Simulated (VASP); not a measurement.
# Cd (R-3m) in VASP: settings compared

The runs below take Cd through relaxation of cell and atoms, single point, with PBE, PBEsol.

Program: VASP 6.6.1. These are calculated values, not measurements. Logs are shortened: lines on timing, memory, paths and dates and some standing lists are left out, and cuts for length are marked.

**1. The cell of the first run**

The structure is trigonal, space group R-3m (No. 166). Conventional cell: a = 3.216 Å, b = 3.216 Å, c = 7.348 Å, α = 90.00°, β = 90.00°, γ = 120.00°. Cd (site symmetry -3m) has 12 Cd at 3.07 to 3.22 Å within 4.0 Å.

**2. Relaxation of cell and atoms, PBE, non-collinear spin, typed start, spin-orbit coupling**

Contents of INCAR:

```
SYSTEM = Cd
  PREC = Accurate
  ENCUT = 600
  EDIFF = 1E-7
  ISMEAR = 1
  SIGMA = 0.025
  LREAL = .False.
  LASPH = .True.
  NELM = 150
  ALGO = Normal
  ISIF = 3
  LWAVE = .False.
  LCHARG = .False.
  MAGMOM = 0.289 0.289 0.289
  LORBIT = 11
  LSORBIT = .True.
  GGA_COMPAT = .False.
  LORBMOM = .True.
  GGA = PE
  IBRION = 2
  NSW = 80
  EDIFFG = -0.02
```

Contents of KPOINTS:

```
regular mesh
0
Gamma
  8 8 8
  0 0 0
```

Contents of POSCAR:

```
Cd
1.0
    1.6080291515      0.9283960635      2.4492874100
   -1.6080291515      0.9283960635      2.4492874100
    0.0000000000     -1.8567921270      2.4492874100
Cd
1
Direct
    0.0000000000      0.0000000000      0.0000000000
```

Potentials or basis: VASP PAW PBE potentials, release 64 (Cd).

Run with:

```bash
$ cat potpaw_PBE.64/Cd/POTCAR > POTCAR
$ mpirun -np 1 vasp_ncl > vasp.out
```

OUTCAR:

```text
SYSTEM = Cd
   PREC = Accurate
   ENCUT = 600
   EDIFF = 1E-7
   ISMEAR = 1
   LREAL = .False.
   LASPH = .True.
   NELM = 150
   ISIF = 3
   LORBIT = 11
   LSORBIT = .True.
   GGA = PE
   IBRION = 2
   NSW = 80
   EDIFFG = -0.02

 ion  position               nearest neighbor table
   1  0.000  0.000  0.000-

  LATTYP: Found a trigonal (rhomboedric) cell.
 ALAT       =     3.0735461310
 COS(alpha) =     0.4525576903

  Lattice vectors:

 A1 = (   1.6080291515,   0.9283960635,   2.4492874100)
 A2 = (  -1.6080291515,   0.9283960635,   2.4492874100)
 A3 = (   0.0000000000,  -1.8567921270,   2.4492874100)

Analysis of symmetry for initial positions (statically):
=====================================================================
 Subroutine PRICEL returns:
 Original cell was already a primitive cell.

 Routine SETGRP: Setting up the symmetry group for a
 trigonal (rhombohedral) supercell.

 Subroutine GETGRP returns: Found 12 space group operations
 (whereof 12 operations were pure point group operations)
 out of a pool of 12 trial point group operations.

The static configuration has the point symmetry D_3d.

Analysis of symmetry for dynamics (positions and initial velocities):
=====================================================================
 Subroutine PRICEL returns:
 Original cell was already a primitive cell.

 Routine SETGRP: Setting up the symmetry group for a
 trigonal (rhombohedral) supercell.

 Subroutine GETGRP returns: Found 12 space group operations
 (whereof 12 operations were pure point group operations)
 out of a pool of 12 trial point group operations.

The dynamic configuration has the point symmetry D_3d.

Analysis of structural, dynamic, and magnetic symmetry:
=====================================================================
 Subroutine PRICEL returns:
 Original cell was already a primitive cell.

 Routine SETGRP: Setting up the symmetry group for a
 trigonal (rhombohedral) supercell.

 Subroutine GETGRP returns: Found  2 space group operations
 (whereof  2 operations were pure point group operations)
 out of a pool of 12 trial point group operations.

The overall configuration has the point symmetry S_2 .

 Subroutine INISYM returns: Found  2 space group operations
 (whereof  2 operations are pure point group operations),
 and found     1 'primitive' translations

----------------------------------------------------------------------------------------

                                     Primitive cell

  volume of cell :      21.9391

  direct lattice vectors                    reciprocal lattice vectors
     1.608029152  0.928396064  2.449287410     0.310939637  0.179521083  0.136094005
    -1.608029152  0.928396064  2.449287410    -0.310939637  0.179521083  0.136094005
     0.000000000 -1.856792127  2.449287410     0.000000000 -0.359042166  0.136094005

  length of vectors
     3.073546131  3.073546131  3.073546131     0.383969862  0.383969862  0.383969862

  position of ions in fractional coordinates (direct lattice)
     0.000000000  0.000000000  0.000000000

  ion indices of the primitive-cell ions
   primitive index   ion index
                 1           1

----------------------------------------------------------------------------------------

 KPOINTS: regular mesh

Automatic generation of k-mesh.
 Grid dimensions read from file:
 generate k-points for:    8    8    8

 Generating k-lattice:

  Cartesian coordinates                     Fractional coordinates (reciprocal lattice)
     0.038867455  0.022440135  0.017011751     0.125000000  0.000000000 -0.000000000
    -0.038867455  0.022440135  0.017011751     0.000000000  0.125000000 -0.000000000
     0.000000000 -0.044880271  0.017011751    -0.000000000 -0.000000000  0.125000000

  Length of vectors
     0.047996233  0.047996233  0.047996233

  Shift w.r.t. Gamma in fractional coordinates (k-lattice)
     0.000000000  0.000000000  0.000000000

 Subroutine IBZKPT returns following result:
 ===========================================

 Found    260 irreducible k-points:

 Following reciprocal coordinates:
            Coordinates               Weight
  0.000000  0.000000  0.000000      1.000000
[... 58 lines left out ...]
   EFERMI_NEDOS =   21; number of points for ismear=-14 and -15
   IALGO  =     38    algorithm
   IMIX   =      4    mixing-type and parameters
     AMIX     =   0.40;   BMIX     =  1.00
     AMIX_MAG =   1.60;   BMIX_MAG =  1.00
  volume/ion in A,a.u.               =      21.94       148.05
  Fermi-wavevector in a.u.,A,eV,Ry     =   1.338842  2.530044 24.388398  1.792497
  Thomas-Fermi vector in A             =   2.467280
   LORBIT       =     11    0 simple, 1 ext, 2 COOP (PROOUT), +10 PAW based schemes
   GGA     = PE    functional components
   LHFCALC =     F    Hartree Fock is set to
   AEXX    =    0.0000 exact exchange contribution
   IVDW    =     0    specifies the selected vdW correction
   LEPSILON=     F    determine dielectric tensor
   LRPA    =     F    only Hartree local field effects (RPA)
 conjugate gradient relaxation of ions
 Methfessel and Paxton  Order N= 1 SIGMA  =   0.03
  energy-cutoff  :      600.00
  volume of cell :       21.94
 maximum number of plane-waves:      1502
 NGX is ok and might be reduce to    28
   NGX = 13   NGY = 13   NGZ = 13

--------------------------------------- Ionic step        1  -------------------------------------------

 number of electron      12.0000001 magnetization      -0.0035756     -0.0035737     -0.0035053

 number of electron      12.0000001 magnetization       0.0026285      0.0026304      0.0026603

 Free energy of the ion-electron system (eV)
  ---------------------------------------------------
  ext. energy  EPLUGINS =         0.00000000
  ---------------------------------------------------
  free energy    TOTEN  =        -0.76854019 eV

  energy without entropy =       -0.76851616  energy(sigma->0) =       -0.76853218

------------------------ aborting loop because EDIFF is reached ----------------------------------------

  FORCE on cell =-STRESS in cart. coord.  units (eV):
  Direction    XX          YY          ZZ          XY          YZ          ZX
  --------------------------------------------------------------------------------------
  -------------------------------------------------------------------------------------
  Total        0.3268022      0.3268028      0.2276522     -0.0000040     -0.0000061     -0.0000059
  in kB       23.8658748     23.8659177     16.6250985     -0.0002931     -0.0004444     -0.0004288
  external PRESSURE =      21.4522970 kB  Pullay stress =       0.0000000 kB

 VOLUME and BASIS-vectors are now :
 -----------------------------------------------------------------------------
  energy-cutoff  :      600.00
  volume of cell :       21.94
      direct lattice vectors                 reciprocal lattice vectors
     1.608029152  0.928396064  2.449287410     0.310939637  0.179521083  0.136094005
    -1.608029152  0.928396064  2.449287410    -0.310939637  0.179521083  0.136094005
     0.000000000 -1.856792127  2.449287410     0.000000000 -0.359042166  0.136094005

 POSITION                                       TOTAL-FORCE (eV/Angst)
 -----------------------------------------------------------------------------------
      0.00000      0.00000      0.00000         0.000000      0.000000      0.000000
 -----------------------------------------------------------------------------------
    total drift:                               -0.000000      0.000000     -0.000000

  FREE ENERGIE OF THE ION-ELECTRON SYSTEM (eV)
  ---------------------------------------------------
  free  energy   TOTEN  =        -0.7685401910 eV

  energy  without entropy=       -0.7685161631  energy(sigma->0) =       -0.76853218

--------------------------------------- Ionic step        2  -------------------------------------------

 number of electron      11.9999998 magnetization       0.0004965      0.0004969      0.0004984

 Free energy of the ion-electron system (eV)
  ---------------------------------------------------
  ext. energy  EPLUGINS =         0.00000000
  ---------------------------------------------------
  free energy    TOTEN  =        -0.77500474 eV

  energy without entropy =       -0.77494756  energy(sigma->0) =       -0.77498568

 E-fermi :   2.5250     XC(G=0): -10.7361

 val. band max:        2.2411762572   @ k =  -0.3750   0.3750   0.1250
 cond. band min:       2.5361347196   @ k =  -0.2500   0.5000   0.3750
 fundamental gap:      0.2949584624
 Fermi energy:         2.5250249913

 k-point     1 :       0.0000    0.0000    0.0000
  band No.  band energies     occupation
      1      -6.8544      1.00000
      2      -6.8543      1.00000
      3      -6.8422      1.00000
      4      -6.8421      1.00000
      5      -6.2439      1.00000
      6      -6.2437      1.00000
[... 541 lines left out ...]
     19      15.5733      0.00000
     20      15.5744      0.00000

 [... further k-points ...]
[... 5 lines left out ...]
  --------------------------------------------------------------------------------------
  -------------------------------------------------------------------------------------
  Total        0.0168591      0.0168491      0.0078748      0.0000044     -0.0000161     -0.0000116
  in kB        1.1803070      1.1796091      0.5513161      0.0003101     -0.0011257     -0.0008143
  external PRESSURE =       0.9704107 kB  Pullay stress =       0.0000000 kB

 VOLUME and BASIS-vectors are now :
 -----------------------------------------------------------------------------
  energy-cutoff  :      600.00
  volume of cell :       22.88
      direct lattice vectors                 reciprocal lattice vectors
     1.633380148  0.943031970  2.476186098     0.306113582  0.176734809  0.134615721
    -1.633381906  0.943032596  2.476187009    -0.306113439  0.176734693  0.134615548
    -0.000000340 -1.886066723  2.476187360    -0.000000030 -0.353469387  0.134615481

 POSITION                                       TOTAL-FORCE (eV/Angst)
 -----------------------------------------------------------------------------------
     -0.00000     -1.88607      2.47619         0.000000      0.000000      0.000000
 -----------------------------------------------------------------------------------
    total drift:                               -0.000000     -0.000000      0.000000

  FREE ENERGIE OF THE ION-ELECTRON SYSTEM (eV)
  ---------------------------------------------------
  free  energy   TOTEN  =        -0.7750047386 eV

  energy  without entropy=       -0.7749475583  energy(sigma->0) =       -0.77498568

 reached required accuracy - stopping structural energy minimisation

 orbital moment (x)

 # of ion     p       d       tot
 ----------------------------------------
  1        -0.000   0.000  -0.000
 ----------------------------------------
           -0.000   0.000  -0.000

 orbital moment (y)

 # of ion     p       d       tot
 ----------------------------------------
  1        -0.000   0.000  -0.000
 ----------------------------------------
           -0.000   0.000  -0.000

 orbital moment (z)

 # of ion     p       d       tot
 ----------------------------------------
  1        -0.000   0.000  -0.000
 ----------------------------------------
           -0.000   0.000  -0.000

 Spin-Orbit-Coupling matrix elements

 Ion:    1  E_soc:     -0.0569801
 l=   1
     0.0000000    -0.0024225    -0.0022265
    -0.0024225     0.0000000    -0.0024225
    -0.0022265    -0.0024225     0.0000000
 l=   2
     0.0000000    -0.0014262     0.0000000    -0.0014262    -0.0056629
    -0.0014262     0.0000000    -0.0043037    -0.0014434    -0.0014262
     0.0000000    -0.0043037     0.0000000    -0.0043037     0.0000000
    -0.0014262    -0.0014434    -0.0043037     0.0000000    -0.0014262
    -0.0056629    -0.0014262     0.0000000    -0.0014262     0.0000000
 l=   3
     0.0000000     0.0000000     0.0000000     0.0000000     0.0000000     0.0000000     0.0000000
     0.0000000     0.0000000     0.0000000     0.0000000     0.0000000     0.0000000     0.0000000
     0.0000000     0.0000000     0.0000000     0.0000000     0.0000000     0.0000000     0.0000000
     0.0000000     0.0000000     0.0000000     0.0000000     0.0000000     0.0000000     0.0000000
     0.0000000     0.0000000     0.0000000     0.0000000     0.0000000     0.0000000     0.0000000
     0.0000000     0.0000000     0.0000000     0.0000000     0.0000000     0.0000000     0.0000000
     0.0000000     0.0000000     0.0000000     0.0000000     0.0000000     0.0000000     0.0000000

 total charge

# of ion       s       p       d       tot
------------------------------------------
    1        0.538   0.260   9.493  10.291

 magnetization (x)

# of ion       s       p       d       tot
------------------------------------------
    1        0.000   0.000   0.000   0.000

 magnetization (y)

# of ion       s       p       d       tot
------------------------------------------
    1        0.000   0.000   0.000   0.000

 magnetization (z)

# of ion       s       p       d       tot
------------------------------------------
    1        0.000   0.000   0.000   0.000
```

It took 11 min on 1 thread of Intel Xeon Platinum 8175M at 2.50GHz (Skylake/Cascade Lake), shared host; peak memory 0.38 GiB.

What came out:

| Item | Value |
| --- | --- |
| Free energy | -0.7750 eV |
| Relaxed volume | 22.88 Å³/atom |
| Relaxed cell | a = 3.113 Å, b = 3.113 Å, c = 3.113 Å, α = 63.30°, β = 63.30°, γ = 63.30° |
| Space group after relaxing (to 0.05 Å) | R-3m (No. 166) |
| Energy gained by relaxing | 6.5 meV/atom |
| Ionic steps | 2 |
| Pressure after relaxing | 0.1 GPa |
| Net moment | 0.00 μB per cell |
| Valence electrons inside the program's atomic spheres | Cd 10.29 |

Step by step:
```csv
step,energy change (eV),largest force (eV/Å),pressure (GPa),volume (Å³)
1,0.0000,0.0000,2.15,21.94
2,-0.0065,0.0000,0.10,22.88
```

Final structure:
```
CELL_PARAMETERS angstrom
1.63338 0.94303 2.47619
-1.63338 0.94303 2.47619
0.00000 -1.88607 2.47619
ATOMIC_POSITIONS crystal
Cd 0.00000 0.00000 0.00000
```

Moments on the atoms (μB; x, y, z):
```
Cd  0.00 0.00 0.00
```

**3. Single point, PBEsol**

Contents of INCAR:

```
  PREC = Accurate
  ENCUT = 520
  EDIFF = 1E-6
  ISMEAR = 0
  SIGMA = 0.05
  LREAL = False
  LASPH = True
  NELM = 60
  ALGO = Normal
  ISIF = 2
  LWAVE = False
  LCHARG = True
  GGA = PS
  LELF = True
  LVHAR = True
  NBANDS = 12
```

Contents of KPOINTS:

```
Automatic mesh
0
Gamma
  10 10 10
```

POSCAR is that of step 2.

Potentials or basis: VASP PAW PBE potentials, release 64 (Cd).

Run with:

```bash
$ cat potpaw_PBE.64/Cd/POTCAR > POTCAR
$ mpirun -np 1 vasp_std > vasp.out
```

Run time: 19 s. Hardware: 1 thread of AMD EPYC 7R13 (Zen 3), shared host; peak memory 0.12 GiB.

It converged, with:

```yaml
Free_energy: -1.1851 eV
Pressure: -1.9 GPa
Band_gap_on_the_k_mesh: zero (band 6 reaches 3.90 eV, above the bottom of band 7 at 1.00 eV)
```

Stress tensor (GPa, compression positive):
```
-2.04  0.00  0.00
 0.00 -2.04  0.00
 0.00  0.00 -1.61
```

Levels at points of the mesh, in eV from the Fermi level:
```tsv
k point	band 2	band 3	band 4	band 5	band 6	band 7	band 8	band 9	band 10	band 11
(0.00, 0.00, 0.00)	-9.12	-8.92	-8.71	-8.55	-8.55	13.51	14.15	14.15	16.99	17.66
(0.50, 0.00, 0.00)	-9.15	-8.88	-8.28	-8.15	-2.41	-1.58	12.47	12.57	14.02	16.29
(0.50, 0.50, 0.00)	-9.59	-8.25	-8.11	-8.06	-0.77	1.41	6.05	7.57	10.35	11.87
(0.50, 0.50, 0.50)	-9.04	-9.04	-8.14	-8.14	-1.91	-0.43	11.48	11.48	12.39	15.57
```

Caveat: the PAW data sets were made with another functional, which shifts forces and pressure a little.

**4. Single point, PBE**

Contents of INCAR:

```
SYSTEM = Cd
  PREC = Accurate
  ENCUT = 520
  EDIFF = 1E-7
  ISMEAR = 0
  SIGMA = 0.05
  LREAL = .FALSE.
  LASPH = .TRUE.
  NELM = 80
  ALGO = Fast
  ISIF = 2
  LWAVE = .FALSE.
  LCHARG = .TRUE.
  GGA = PE
  LELF = .TRUE.
  LVHAR = .TRUE.
  NBANDS = 12
```

Contents of KPOINTS:

```
regular mesh
0
G
  10 10 10
  0 0 0
```

POSCAR is that of step 3.

Run with:

```bash
$ cat potpaw_PBE.64/Cd/POTCAR > POTCAR
$ mpirun -np 1 vasp_std > vasp.out
```

Wall time 23 s (1 thread of AMD EPYC 7R13 (Zen 3), shared host); peak memory 0.12 GiB.

Results (log left out):

* Free energy: -0.7360 eV
* Pressure: 2.4 GPa
* Band gap on the k mesh: zero (band 6 reaches 4.10 eV, above the bottom of band 7 at 1.20 eV)

Stress tensor (GPa, compression positive):
```
2.09 0.00 0.00
0.00 2.09 0.00
0.00 0.00 2.93
```

Levels at points of the mesh, in eV from the Fermi level:
```csv
k point,band 4,band 5,band 6,band 7,band 8,band 9
"(0.00, 0.00, 0.00)",-8.71,-8.65,-8.65,13.50,14.16,14.16
"(0.50, 0.00, 0.00)",-8.38,-8.25,-2.40,-1.58,12.49,12.58
"(0.50, 0.50, 0.00)",-8.21,-8.17,-0.76,1.41,6.06,7.59
"(0.50, 0.50, 0.50)",-8.24,-8.24,-1.90,-0.44,11.50,11.50
```

**5. Overview**

| task | level | spin | cell | k mesh | cutoff (eV) | smearing | gap on the mesh (eV) | pressure (GPa) |
| --- | --- | --- | --- | --- | --- | --- | --- | --- |
| relaxation of cell and atoms | PBE | non-collinear, typed start, SOC | relaxed | 8 × 8 × 8 | 600 | methfessel-paxton 0.025 eV | - | 0.1 |
| single point | PBEsol | off | as given | 10 × 10 × 10 | 520 | gaussian 0.05 eV | none | -1.9 |
| single point | PBE | off | as given | 10 × 10 × 10 | 520 | gaussian 0.05 eV | none | 2.4 |

Alike in all rows: potentials or basis VASP PAW PBE potentials, release 64 (Cd).

Caveats: the PAW data sets were made with another functional, which shifts forces and pressure a little (some runs).

Absolute energies hang on the potentials; compare differences alone.
